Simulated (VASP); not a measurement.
# Ru (P6_3/mmc) in VASP: further runs

Runs on Ru. Level: PBE. Tasks: single point.

All numbers are computed with VASP 6.6.1; they aren't measurements. Logs are shortened: lines on timing, memory, paths and dates and some standing lists are left out, and cuts for length are marked.

## (1) The cell of the first run

Symmetry: P6_3/mmc, No. 194, hexagonal system. Conventional cell: a = 2.743 Å, b = 2.743 Å, c = 4.167 Å, α = 90.00°, β = 90.00°, γ = 120.00°. Ru (site symmetry -6m2) has 12 Ru at 2.62 to 2.74 Å within 3.5 Å.

## (2) Single point, PBE

The input, INCAR:

```
  PREC = Accurate
  ENCUT = 520
  EDIFF = 1E-6
  ISMEAR = 0
  SIGMA = 0.15
  LREAL = F
  LASPH = T
  NELM = 80
  ALGO = Fast
  ISIF = 2
  LWAVE = F
  LCHARG = F
  GGA = PE
  NBANDS = 21
```

The input, KPOINTS:

```
Automatic mesh
0
Gamma
  24 24 12
```

The input, POSCAR:

```
Ru
1.0
    2.7428696850      0.0000000000      0.0000000000
   -1.3714348425      2.3753948265      0.0000000000
    0.0000000000      0.0000000000      4.1669409160
Ru
2
Direct
    0.3333333333      0.6666666667      0.2500000000
    0.6666666667      0.3333333333      0.7500000000
```

Potentials or basis: VASP PAW PBE potentials, release 64 (Ru_pv).

On the command line:

```sh
$ cat potpaw_PBE.64/Ru_pv/POTCAR > POTCAR
$ mpirun -np 1 vasp_std > vasp.out
```

OUTCAR:

```text
PREC = Accurate
   ENCUT = 520
   EDIFF = 1E-6
   ISMEAR = 0
   LREAL = F
   LASPH = T
   NELM = 80
   ISIF = 2
   GGA = PE

 ion  position               nearest neighbor table
   1  0.333  0.667  0.250-   2 2.62   2 2.62   2 2.62   2 2.62   2 2.62   2 2.62
   2  0.667  0.333  0.750-   1 2.62   1 2.62   1 2.62   1 2.62   1 2.62   1 2.62

  LATTYP: Found a hexagonal cell.
 ALAT       =     2.7428696850
 C/A-ratio  =     1.5191902622

  Lattice vectors:

 A1 = (   2.7428696850,   0.0000000000,   0.0000000000)
 A2 = (  -1.3714348425,   2.3753948265,   0.0000000000)
 A3 = (   0.0000000000,   0.0000000000,   4.1669409160)

Analysis of symmetry for initial positions (statically):
=====================================================================
 Subroutine PRICEL returns:
 Original cell was already a primitive cell.

 Routine SETGRP: Setting up the symmetry group for a
 hexagonal supercell.

 Subroutine GETGRP returns: Found 24 space group operations
 (whereof 12 operations were pure point group operations)
 out of a pool of 24 trial point group operations.

The static configuration has the point symmetry D_3d.
 The point group associated with its full space group is D_6h.

Analysis of symmetry for dynamics (positions and initial velocities):
=====================================================================
 Subroutine PRICEL returns:
 Original cell was already a primitive cell.

 Routine SETGRP: Setting up the symmetry group for a
 hexagonal supercell.

 Subroutine GETGRP returns: Found 24 space group operations
 (whereof 12 operations were pure point group operations)
 out of a pool of 24 trial point group operations.

The dynamic configuration has the point symmetry D_3d.
 The point group associated with its full space group is D_6h.

 Subroutine INISYM returns: Found 24 space group operations
 (whereof 12 operations are pure point group operations),
 and found     1 'primitive' translations

----------------------------------------------------------------------------------------

                                     Primitive cell

  volume of cell :      27.1493

  direct lattice vectors                    reciprocal lattice vectors
     2.742869685  0.000000000  0.000000000     0.364581666  0.210491323  0.000000000
    -1.371434843  2.375394827  0.000000000     0.000000000  0.420982646  0.000000000
     0.000000000  0.000000000  4.166940916     0.000000000  0.000000000  0.239984204

  length of vectors
     2.742869685  2.742869685  4.166940916     0.420982646  0.420982646  0.239984204

  position of ions in fractional coordinates (direct lattice)
     0.333333333  0.666666667  0.250000000
     0.666666667  0.333333333  0.750000000

  ion indices of the primitive-cell ions
   primitive index   ion index
                 1           1
                 2           2

----------------------------------------------------------------------------------------

 KPOINTS: Automatic mesh

Automatic generation of k-mesh.
 Grid dimensions read from file:
 generate k-points for:   24   24   12

 Generating k-lattice:

  Cartesian coordinates                     Fractional coordinates (reciprocal lattice)
     0.015190903  0.008770472  0.000000000     0.041666667 -0.000000000  0.000000000
     0.000000000  0.017540944  0.000000000     0.000000000  0.041666667  0.000000000
     0.000000000  0.000000000  0.019998684     0.000000000  0.000000000  0.083333333

  Length of vectors
     0.017540944  0.017540944  0.019998684

  Shift w.r.t. Gamma in fractional coordinates (k-lattice)
     0.000000000  0.000000000  0.000000000

 Subroutine IBZKPT returns following result:
 ===========================================

 Found    427 irreducible k-points:

 Following reciprocal coordinates:
            Coordinates               Weight
  0.000000  0.000000  0.000000      1.000000
  0.041667 -0.000000  0.000000      6.000000
  0.083333 -0.000000  0.000000      6.000000
  0.125000 -0.000000  0.000000      6.000000
  0.166667 -0.000000  0.000000      6.000000
  0.208333 -0.000000  0.000000      6.000000
[... 16 lines left out ...]
  0.416667  0.041667  0.000000     12.000000
  0.458333  0.041667  0.000000     12.000000
 [... further k-points ...]
   k-points           NKPTS =    427   k-points in BZ     NKDIM =    427   number of bands    NBANDS=     21
   number of dos      NEDOS =    301   number of ions     NIONS =      2
   total plane-waves  NPLWV =  12800
   dimension x,y,z NGX =    20 NGY =   20 NGZ =   32
   dimension x,y,z NGXF=    40 NGYF=   40 NGZF=   64
   ions per type =               2
   NGX,Y,Z   is equivalent  to a cutoff of  12.12, 12.12, 12.77 a.u.
   NGXF,Y,Z  is equivalent  to a cutoff of  24.24, 24.24, 25.53 a.u.
 SYSTEM =  unknown system
   PREC   = accura    normal or accurate (medium, high low for compatibility)
   ISTART =      0    job   : 0-new  1-cont  2-samecut
   ICHARG =      2    charge: 1-file 2-atom 10-const
   ISPIN  =      1    spin polarized calculation?
   LNONCOLLINEAR =      F non collinear calculations
   LSORBIT =      F    spin-orbit coupling
   LASPH  =      T    aspherical Exc in radial PAW
   ENCUT  =  520.0 eV  38.22 Ry    6.18 a.u.   5.10  5.10  7.75*2*pi/ulx,y,z
   NELM   =     80;   NELMIN=  2; NELMDL= -5     # of ELM steps
   EDIFF  = 0.1E-05   stopping-criterion for ELM
   LREAL  =      F    real-space projection
   EDIFFG = 0.1E-04   stopping-criterion for IOM
   NSW    =      0    number of steps for IOM
   IBRION =     -1    ionic relax: 0-MD 1-quasi-New 2-CG
   NFREE  =      0    steps in history (QN), initial steepest desc. (CG)
   ISIF   =      2    stress and relaxation
   ISYM   =      2    0-nonsym 1-usesym 2-fastsym
   POTIM  = 0.5000    time-step for ionic-motion
   TEBEG  =    0.0;   TEEND  =   0.0 temperature during run
   PSTRESS=    0.0 pullay stress
   NELECT =      28.0000    total number of electrons
   NUPDOWN=      -1.0000    fix difference up-down
   EMIN   =  10.00;   EMAX   =-10.00  energy-range for DOS
   EFERMI =   0.00;   METHOD = LEGACY
   ISMEAR =     0;   SIGMA  =   0.15  broadening in eV -4-tet -1-fermi 0-gaus
   EFERMI_NEDOS =   21; number of points for ismear=-14 and -15
   IALGO  =     68    algorithm
   IMIX   =      4    mixing-type and parameters
     AMIX     =   0.40;   BMIX     =  1.00
     AMIX_MAG =   1.60;   BMIX_MAG =  1.00
  volume/ion in A,a.u.               =      13.57        91.61
  Fermi-wavevector in a.u.,A,eV,Ry     =   1.654022  3.125649 37.222686  2.735790
  Thomas-Fermi vector in A             =   2.742361
   LORBIT       =      0    0 simple, 1 ext, 2 COOP (PROOUT), +10 PAW based schemes
   GGA     = PE    functional components
   LHFCALC =     F    Hartree Fock is set to
   AEXX    =    0.0000 exact exchange contribution
   IVDW    =     0    specifies the selected vdW correction
   LEPSILON=     F    determine dielectric tensor
   LRPA    =     F    only Hartree local field effects (RPA)
 non-spin polarized calculation
 RMM-DIIS sequential band-by-band and
 Gauss-broadening in eV      SIGMA  =   0.15
  energy-cutoff  :      520.00
  volume of cell :       27.15
 maximum number of plane-waves:       746
   NGX = 11   NGY = 11   NGZ = 15

 number of electron      27.9999999 magnetization

 Free energy of the ion-electron system (eV)
  ---------------------------------------------------
  ext. energy  EPLUGINS =         0.00000000
  ---------------------------------------------------
  free energy    TOTEN  =       -18.43431172 eV

  energy without entropy =      -18.41612103  energy(sigma->0) =      -18.42521637

 E-fermi :  12.8637     XC(G=0): -14.1173

 val. band max:       12.8605685546   @ k =   0.2917   0.1667   0.2500
 cond. band min:      12.8694402097   @ k =   0.4167   0.1250   0.3333
 fundamental gap:      0.0088716550
 Fermi energy:        12.8636631149

 k-point     1 :       0.0000    0.0000    0.0000
  band No.  band energies     occupation
      1     -30.8663      2.00000
      2     -29.9284      2.00000
      3     -29.9284      2.00000
      4     -29.7188      2.00000
      5     -29.7188      2.00000
      6     -29.6253      2.00000
[... 13 lines left out ...]
     20      23.2639      0.00000
     21      23.7353      0.00000

 k-point     2 :       0.0417   -0.0000    0.0000
  band No.  band energies     occupation
      1     -30.8603      2.00000
      2     -29.9395      2.00000
      3     -29.9326      2.00000
      4     -29.7306      2.00000
      5     -29.7199      2.00000
      6     -29.6287      2.00000
[... 13 lines left out ...]
     20      23.2638      0.00000
     21      23.7277      0.00000

 k-point     3 :       0.0833   -0.0000    0.0000
  band No.  band energies     occupation
      1     -30.8424      2.00000
      2     -29.9719      2.00000
      3     -29.9446      2.00000
      4     -29.7650      2.00000
      5     -29.7235      2.00000
      6     -29.6389      2.00000
[... 13 lines left out ...]
     20      23.2638      0.00000
     21      23.7027      0.00000

 k-point     4 :       0.1250   -0.0000    0.0000
  band No.  band energies     occupation
      1     -30.8131      2.00000
      2     -30.0235      2.00000
      3     -29.9634      2.00000
      4     -29.8192      2.00000
      5     -29.7295      2.00000
      6     -29.6558      2.00000
[... 13 lines left out ...]
     20      23.2638      0.00000
     21      23.6562      0.00000

 k-point     5 :       0.1667   -0.0000    0.0000
  band No.  band energies     occupation
      1     -30.7735      2.00000
      2     -30.0909      2.00000
      3     -29.9872      2.00000
      4     -29.8888      2.00000
      5     -29.7378      2.00000
      6     -29.6793      2.00000
[... 13 lines left out ...]
     20      23.2639      0.00000
     21      23.5869      0.00000

 k-point     6 :       0.2083   -0.0000    0.0000
  band No.  band energies     occupation
      1     -30.7249      2.00000
      2     -30.1697      2.00000
      3     -30.0144      2.00000
      4     -29.9683      2.00000
      5     -29.7481      2.00000
      6     -29.7092      2.00000
[... 13 lines left out ...]
     20      23.2638      0.00000
     21      23.5003      0.00000

 k-point     7 :       0.2500   -0.0000    0.0000
  band No.  band energies     occupation
      1     -30.6689      2.00000
      2     -30.2543      2.00000
      3     -30.0519      2.00000
      4     -30.0428      2.00000
      5     -29.7596      2.00000
      6     -29.7450      2.00000
[... 13 lines left out ...]
     20      23.2639      0.00000
     21      23.4080      0.00000
[... 291 lines left out ...]
      1     -30.5725      2.00000
      2     -30.3782      2.00000
      3     -30.1835      2.00000
      4     -30.0790      2.00000
      5     -29.8105      2.00000
      6     -29.7842      2.00000
[... 13 lines left out ...]
     20      23.2765      0.00000
     21      24.6861      0.00000

 k-point    21 :       0.3333    0.0417    0.0000
  band No.  band energies     occupation
      1     -30.5090      2.00000
      2     -30.4519      2.00000
      3     -30.2467      2.00000
      4     -30.1078      2.00000
      5     -29.8564      2.00000
      6     -29.7956      2.00000
[... 13 lines left out ...]
     20      23.2643      0.00000
     21      23.8108      0.00000

 k-point    22 :       0.3750    0.0417    0.0000
  band No.  band energies     occupation
      1     -30.5121      2.00000
      2     -30.4491      2.00000
      3     -30.2988      2.00000
      4     -30.1297      2.00000
      5     -29.9019      2.00000
      6     -29.8050      2.00000
[... 13 lines left out ...]
     20      24.1192      0.00000
     21      26.1198      0.00000

 k-point    23 :       0.4167    0.0417    0.0000
  band No.  band energies     occupation
      1     -30.5546      2.00000
      2     -30.3995      2.00000
      3     -30.3357      2.00000
      4     -30.1447      2.00000
      5     -29.9413      2.00000
      6     -29.8118      2.00000
[... 13 lines left out ...]
     20      24.8417      0.00000
     21      25.5461      0.00000

 k-point    24 :       0.4583    0.0417    0.0000
  band No.  band energies     occupation
      1     -30.5767      2.00000
      2     -30.3700      2.00000
      3     -30.3547      2.00000
      4     -30.1523      2.00000
      5     -29.9655      2.00000
      6     -29.8153      2.00000
[... 13 lines left out ...]
     20      25.2367      0.00000
     21      25.2737      0.00000

 [... further k-points ...]

------------------------ aborting loop because EDIFF is reached ----------------------------------------

  FORCE on cell =-STRESS in cart. coord.  units (eV):
  Direction    XX          YY          ZZ          XY          YZ          ZX
  --------------------------------------------------------------------------------------
  -------------------------------------------------------------------------------------
  Total       -0.0403916     -0.0403916      2.9037992     -0.0000000     -0.0000000     -0.0000000
  in kB       -2.3836541     -2.3836541    171.3637030     -0.0000000     -0.0000000     -0.0000000
  external PRESSURE =      55.5321316 kB  Pullay stress =       0.0000000 kB

 VOLUME and BASIS-vectors are now :
 -----------------------------------------------------------------------------
  energy-cutoff  :      520.00
  volume of cell :       27.15
      direct lattice vectors                 reciprocal lattice vectors
     2.742869685  0.000000000  0.000000000     0.364581666  0.210491323  0.000000000
    -1.371434843  2.375394827  0.000000000     0.000000000  0.420982646  0.000000000
     0.000000000  0.000000000  4.166940916     0.000000000  0.000000000  0.239984204

 POSITION                                       TOTAL-FORCE (eV/Angst)
 -----------------------------------------------------------------------------------
     -0.00000      1.58360      1.04174         0.000000      0.000000      0.000000
      1.37143      0.79180      3.12521        -0.000000     -0.000000      0.000000
 -----------------------------------------------------------------------------------
    total drift:                                0.000000     -0.000000      0.000000

  FREE ENERGIE OF THE ION-ELECTRON SYSTEM (eV)
  ---------------------------------------------------
  free  energy   TOTEN  =       -18.4343117161 eV

  energy  without entropy=      -18.4161210320  energy(sigma->0) =      -18.42521637
```

Wall time 1.7 min (1 thread of AMD EPYC 9R45 (Zen 5), shared host); peak memory 0.26 GiB.

What came out:

```yaml
Free_energy: -18.4343 eV
Pressure: 5.6 GPa
Band_gap_on_the_k_mesh: zero (band 14 reaches 14.27 eV, above the bottom of band 15 at 11.10 eV)
```

Stress tensor (GPa, compression positive):
```
-0.24  0.00  0.00
 0.00 -0.24  0.00
 0.00  0.00 17.14
```

## (3) Single point, PBE

This run uses another cell than the first one, of the same volume but with other edges.

The input, INCAR:

```
PREC = Accurate
ENCUT = 520
EDIFF = 1E-6
ISMEAR = 0
SIGMA = 0.15
LREAL = F
LASPH = T
NELM = 60
ALGO = Fast
ISIF = 2
LWAVE = F
LCHARG = T
GGA = PE
LELF = T
LVHAR = T
NBANDS = 21
```

The input, KPOINTS:

```
regular mesh
0
Gamma
  24 24 12
```

The input, POSCAR:

```
Ru
1.0
    2.6621497766      0.0000000000      0.0000000000
   -1.3310748883      2.3054893352      0.0000000000
    0.0000000000      0.0000000000      4.4234662687
Ru
2
Direct
    0.3333333333      0.6666666667      0.2500000000
    0.6666666667      0.3333333333      0.7500000000
```

Potentials or basis: VASP PAW PBE potentials, release 64 (Ru_pv).

On the command line:

```sh
$ cat potpaw_PBE.64/Ru_pv/POTCAR > POTCAR
$ mpirun -np 1 vasp_std > vasp.out
```

Wall time 2.1 min (1 thread of AMD EPYC 9R45 (Zen 5), shared host); peak memory 0.26 GiB.

The run converged. Its results:

| Quantity | Value |
| --- | --- |
| Free energy | -18.4017 eV |
| Pressure | 4.8 GPa |
| Band gap on the k mesh | zero (band 14 reaches 14.56 eV, above the bottom of band 15 at 11.46 eV) |

Stress tensor (GPa, compression positive):
```
 12.83   0.00   0.00
  0.00  12.83   0.00
  0.00   0.00 -11.26
```

Levels at points of the mesh, in eV from the Fermi level:
| k point | band 12 | band 13 | band 14 | band 15 | band 16 | band 17 |
| --- | --- | --- | --- | --- | --- | --- |
| (0.00, 0.00, 0.00) | -1.99 | -1.99 | -1.02 | -1.02 | 0.74 | 1.19 |
| (0.50, 0.00, 0.00) | -1.76 | -1.63 | 1.70 | 1.72 | 2.04 | 4.16 |
| (0.00, 0.00, 0.50) | -2.62 | -2.62 | -2.62 | 0.53 | 0.53 | 0.53 |
| (0.50, 0.00, 0.50) | -0.89 | 0.46 | 0.46 | 1.91 | 1.91 | 3.42 |

## (4) Single point, PBE

This run uses another cell than the first one, of the same volume but with other edges.

The input, INCAR:

```
ALGO     = Fast           # electronic algorithm
EDIFF    = 1E-6           # SCF threshold, eV
ENCUT    = 520            # plane-wave cutoff, eV
GGA      = PE             # functional
ISIF     = 2              # what is computed and relaxed
ISMEAR   = 0              # smearing method
LASPH    = True           # aspherical terms in the spheres
LCHARG   = False          # write CHGCAR
LREAL    = False          # projectors in reciprocal space
LWAVE    = False          # write WAVECAR
NBANDS   = 21             # bands
NELM     = 60             # most SCF steps
PREC     = Accurate       # precision mode
SIGMA    = 0.15           # smearing width, eV
```

The input, KPOINTS:

```
k-points
0
Gamma
  24 24 12
```

The input, POSCAR:

```
Ru
1.0
    2.9147339750      0.0000000000      0.0000000000
   -1.4573669875      2.5242336676      0.0000000000
    0.0000000000      0.0000000000      3.6900295597
Ru
2
Direct
    0.3333333333      0.6666666667      0.2500000000
    0.6666666667      0.3333333333      0.7500000000
```

On the command line:

```sh
$ cat potpaw_PBE.64/Ru_pv/POTCAR > POTCAR
$ mpirun -np 1 vasp_std > vasp.out
```

It took 2.5 min on 1 thread of AMD EPYC 9R45 (Zen 5), shared host; peak memory 0.26 GiB.

It converged, with:

```yaml
Free_energy: -17.4338 eV
Pressure: 22.2 GPa
Band_gap_on_the_k_mesh: zero (band 14 reaches 14.38 eV, above the bottom of band 15 at 11.96 eV)
```

Stress tensor (GPa, compression positive):
```
-0.70  0.00  0.00
 0.00 -0.70  0.00
 0.00  0.00 67.91
```

Levels at points of the mesh, in eV from the Fermi level:
| k point | band 12 | band 13 | band 14 | band 15 | band 16 | band 17 |
| --- | --- | --- | --- | --- | --- | --- |
| (0.00, 0.00, 0.00) | -3.04 | -1.80 | -1.80 | -0.57 | 1.13 | 1.13 |
| (0.50, 0.00, 0.00) | -0.91 | -0.35 | -0.07 | 1.08 | 2.71 | 3.05 |
| (0.00, 0.00, 0.50) | -3.98 | -1.44 | -1.44 | 1.08 | 1.08 | 1.08 |
| (0.50, 0.00, 0.50) | -2.06 | 0.09 | 0.09 | 0.79 | 0.79 | 2.83 |

## (5) Overview

```csv
cell,gap on the mesh (eV),pressure (GPa)
"a = 2.743, b = 2.743, c = 4.167 Å, angles 90.0, 90.0, 120.0°, 2 atoms",none,5.6
"a = 2.662, b = 2.662, c = 4.423 Å, angles 90.0, 90.0, 120.0°, 2 atoms",none,4.8
"a = 2.915, b = 2.915, c = 3.690 Å, angles 90.0, 90.0, 120.0°, 2 atoms",none,22.2
```

Alike in all rows: task single point; level PBE; potentials or basis VASP PAW PBE potentials, release 64 (Ru_pv); no spin polarisation; k mesh 24 × 24 × 12; cutoff (eV) 520; smearing gaussian 0.15 eV.

Total energies depend on the potentials used, so only differences within one code and one set of settings carry meaning.
